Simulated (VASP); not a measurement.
# Os (Fm-3m) in VASP: single point with LDA

Aim: the single point of Os with LDA.

All numbers are computed with VASP 6.6.1; they aren't measurements. Logs are shortened: lines on timing, memory, paths and dates and some standing lists are left out, and cuts for length are marked.

## 1. The cell of the first run

Symmetry: Fm-3m, No. 225, cubic system. The conventional cell has a = 3.803 Å, b = 3.803 Å, c = 3.803 Å, α = 90.00°, β = 90.00°, γ = 90.00°. Within 3.5 Å of Os (site symmetry m-3m) lie 12 Os at 2.69 Å.

This isn't the form of Os at room conditions, which is hcp.

## 2. Single point, LDA

Contents of INCAR:

```
SYSTEM = Os
PREC = Accurate
ENCUT = 560
EDIFF = 1E-6
ISMEAR = -1
SIGMA = 0.05
LREAL = .FALSE.
LASPH = .TRUE.
NELM = 120
ALGO = Normal
ISIF = 2
LWAVE = .FALSE.
LCHARG = .FALSE.
GGA = CA
NBANDS = 14
GGA_COMPAT = .FALSE.
```

Contents of KPOINTS:

```
Automatic mesh
0
G
  11 11 11
  0 0 0
```

Contents of POSCAR:

```
Os
1.0
    0.0000000000      1.9016368356      1.9016368356
    1.9016368356      0.0000000000      1.9016368356
    1.9016368356      1.9016368356      0.0000000000
Os
1
Direct
    0.0000000000      0.0000000000      0.0000000000
```

Potentials or basis: VASP PAW LDA potentials, release 64 (Os_sv_GW).

Launch:

```bash
$ cat potpaw_LDA.64/Os_sv_GW/POTCAR > POTCAR
$ mpirun -np 1 vasp_std > vasp.out
```

OUTCAR:

```text
SYSTEM = Os
   PREC = Accurate
   ENCUT = 560
   EDIFF = 1E-6
   ISMEAR = -1
   LREAL = .FALSE.
   LASPH = .TRUE.
   NELM = 120
   ISIF = 2
   GGA = CA

 ion  position               nearest neighbor table
   1  0.000  0.000  0.000-

  LATTYP: Found a face centered cubic cell.
 ALAT       =     3.8032736712

  Lattice vectors:

 A1 = (   0.0000000000,   1.9016368356,   1.9016368356)
 A2 = (   1.9016368356,   0.0000000000,   1.9016368356)
 A3 = (   1.9016368356,   1.9016368356,   0.0000000000)

Analysis of symmetry for initial positions (statically):
=====================================================================
 Subroutine PRICEL returns:
 Original cell was already a primitive cell.

 Routine SETGRP: Setting up the symmetry group for a
 face centered cubic supercell.

 Subroutine GETGRP returns: Found 48 space group operations
 (whereof 48 operations were pure point group operations)
 out of a pool of 48 trial point group operations.

The static configuration has the point symmetry O_h .

Analysis of symmetry for dynamics (positions and initial velocities):
=====================================================================
 Subroutine PRICEL returns:
 Original cell was already a primitive cell.

 Routine SETGRP: Setting up the symmetry group for a
 face centered cubic supercell.

 Subroutine GETGRP returns: Found 48 space group operations
 (whereof 48 operations were pure point group operations)
 out of a pool of 48 trial point group operations.

The dynamic configuration has the point symmetry O_h .

 Subroutine INISYM returns: Found 48 space group operations
 (whereof 48 operations are pure point group operations),
 and found     1 'primitive' translations

----------------------------------------------------------------------------------------

                                     Primitive cell

  volume of cell :      13.7535

  direct lattice vectors                    reciprocal lattice vectors
     0.000000000  1.901636836  1.901636836    -0.262931381  0.262931381  0.262931381
     1.901636836  0.000000000  1.901636836     0.262931381 -0.262931381  0.262931381
     1.901636836  1.901636836  0.000000000     0.262931381  0.262931381 -0.262931381

  length of vectors
     2.689320604  2.689320604  2.689320604     0.455410511  0.455410511  0.455410511

  position of ions in fractional coordinates (direct lattice)
     0.000000000  0.000000000  0.000000000

[... 81 lines left out ...]
   ISIF   =      2    stress and relaxation
   ISYM   =      2    0-nonsym 1-usesym 2-fastsym
   POTIM  = 0.5000    time-step for ionic-motion
   TEBEG  =    0.0;   TEEND  =   0.0 temperature during run
   PSTRESS=    0.0 pullay stress
   NELECT =      16.0000    total number of electrons
   NUPDOWN=      -1.0000    fix difference up-down
   EMIN   =  10.00;   EMAX   =-10.00  energy-range for DOS
   EFERMI =   0.00;   METHOD = LEGACY
   ISMEAR =    -1;   SIGMA  =   0.05  broadening in eV -4-tet -1-fermi 0-gaus
   EFERMI_NEDOS =   21; number of points for ismear=-14 and -15
   IALGO  =     38    algorithm
   IMIX   =      4    mixing-type and parameters
     AMIX     =   0.40;   BMIX     =  1.00
     AMIX_MAG =   1.60;   BMIX_MAG =  1.00
  volume/ion in A,a.u.               =      13.75        92.81
  Fermi-wavevector in a.u.,A,eV,Ry     =   1.721778  3.253689 40.334753  2.964521
  Thomas-Fermi vector in A             =   2.797967
   LORBIT       =      0    0 simple, 1 ext, 2 COOP (PROOUT), +10 PAW based schemes
   GGA     = CA    functional components
   LHFCALC =     F    Hartree Fock is set to
   AEXX    =    0.0000 exact exchange contribution
   IVDW    =     0    specifies the selected vdW correction
   LEPSILON=     F    determine dielectric tensor
   LRPA    =     F    only Hartree local field effects (RPA)
 non-spin polarized calculation
  energy-cutoff  :      560.00
  volume of cell :       13.75
 maximum number of plane-waves:       428
 NGX is ok and might be reduce to    24
   NGX = 11   NGY = 11   NGZ = 11

 number of electron      16.0000000 magnetization

 Free energy of the ion-electron system (eV)
  ---------------------------------------------------
  ext. energy  EPLUGINS =         0.00000000
  ---------------------------------------------------
  free energy    TOTEN  =       -13.66711156 eV

  energy without entropy =      -13.66004242  energy(sigma->0) =      -13.66357699

 E-fermi :  13.6040     XC(G=0): -14.9206

 val. band max:       13.5897199830   @ k =   0.1818   0.0000   0.0000
 cond. band min:      13.6704357834   @ k =   0.0909   0.0000   0.0000
 fundamental gap:      0.0807158004
 Fermi energy:        13.6040180588

 k-point     1 :       0.0000    0.0000    0.0000
  band No.  band energies     occupation
      1     -72.3907      2.00000
      2     -31.4407      2.00000
      3     -31.4407      2.00000
      4     -31.4407      2.00000
      5       2.8347      2.00000
      6      10.6497      2.00000
      7      10.6497      2.00000
      8      10.6497      2.00000
      9      13.7954      0.04261
     10      13.7954      0.04261
     11      27.1226      0.00000
     12      32.9224      0.00000
     13      32.9224      0.00000
     14      32.9224      0.00000
[... 377 lines left out ...]
      1     -72.3168      2.00000
      2     -32.0917      2.00000
      3     -31.7165      2.00000
      4     -31.5211      2.00000
      5       6.2350      2.00000
      6       9.2786      2.00000
      7      10.7594      2.00000
      8      12.2788      2.00000
      9      12.2861      2.00000
     10      15.9372      0.00000
     11      28.4745      0.00000
     12      32.1246      0.00000
     13      33.4382      0.00000
     14      33.9039      0.00000

 [... further k-points ...]

------------------------ aborting loop because EDIFF is reached ----------------------------------------

  FORCE on cell =-STRESS in cart. coord.  units (eV):
  Direction    XX          YY          ZZ          XY          YZ          ZX
  --------------------------------------------------------------------------------------
  -------------------------------------------------------------------------------------
  Total        0.0405556      0.0405556      0.0405556     -0.0000000      0.0000000      0.0000000
  in kB        4.7244213      4.7244213      4.7244213     -0.0000000      0.0000000      0.0000000
  external PRESSURE =       4.7244213 kB  Pullay stress =       0.0000000 kB

 VOLUME and BASIS-vectors are now :
 -----------------------------------------------------------------------------
  energy-cutoff  :      560.00
  volume of cell :       13.75
      direct lattice vectors                 reciprocal lattice vectors
     0.000000000  1.901636836  1.901636836    -0.262931381  0.262931381  0.262931381
     1.901636836  0.000000000  1.901636836     0.262931381 -0.262931381  0.262931381
     1.901636836  1.901636836  0.000000000     0.262931381  0.262931381 -0.262931381

 POSITION                                       TOTAL-FORCE (eV/Angst)
 -----------------------------------------------------------------------------------
      0.00000      0.00000      0.00000         0.000000      0.000000      0.000000
 -----------------------------------------------------------------------------------
    total drift:                                0.000000      0.000000     -0.000000

  FREE ENERGIE OF THE ION-ELECTRON SYSTEM (eV)
  ---------------------------------------------------
  free  energy   TOTEN  =       -13.6671115584 eV

  energy  without entropy=      -13.6600424213  energy(sigma->0) =      -13.66357699
```

OSZICAR:

```text
N       E                     dE             d eps       ncg     rms          rms(c)
DAV:   1     0.951905669778E+02    0.95191E+02   -0.11376E+04  1608   0.130E+03
DAV:   2    -0.133560304996E+02   -0.10855E+03   -0.10239E+03  1976   0.361E+02
DAV:   3    -0.148643994415E+02   -0.15084E+01   -0.15046E+01  1718   0.387E+01
DAV:   4    -0.148663408465E+02   -0.19414E-02   -0.19414E-02  1856   0.179E+00
DAV:   5    -0.148663440684E+02   -0.32218E-05   -0.32205E-05  1730   0.676E-02    0.778E+01
DAV:   6    -0.138172849911E+02    0.10491E+01   -0.11358E+00  1634   0.109E+01    0.413E+01
DAV:   7    -0.136815442931E+02    0.13574E+00   -0.46834E-01  1736   0.660E+00    0.842E+00
DAV:   8    -0.136673314173E+02    0.14213E-01   -0.49103E-02  1610   0.268E+00    0.511E-01
DAV:   9    -0.136672203419E+02    0.11108E-03   -0.63579E-04  1772   0.270E-01    0.604E-01
DAV:  10    -0.136671113968E+02    0.10895E-03   -0.17975E-04  1616   0.187E-01    0.372E-01
DAV:  11    -0.136671115584E+02   -0.16154E-06   -0.89887E-07  1270   0.131E-02
   1 F= -.13667112E+02 E0= -.13663577E+02  d E =-.706914E-02
```

It took 8.4 s on 1 thread of Intel Xeon Platinum 8259CL at 2.50GHz (Skylake/Cascade Lake), shared host; peak memory 0.14 GiB.

Results:

* Free energy: -13.6671 eV
* Pressure: 0.5 GPa
* Band gap on the k mesh: zero (bands 8 and 9 overlap by 4.12 eV)

Caveat: spin-orbit coupling is left out, which moves the levels of the heavy elements.

The gap in the log of VASP goes by the Fermi energy; the results here count the filled bands.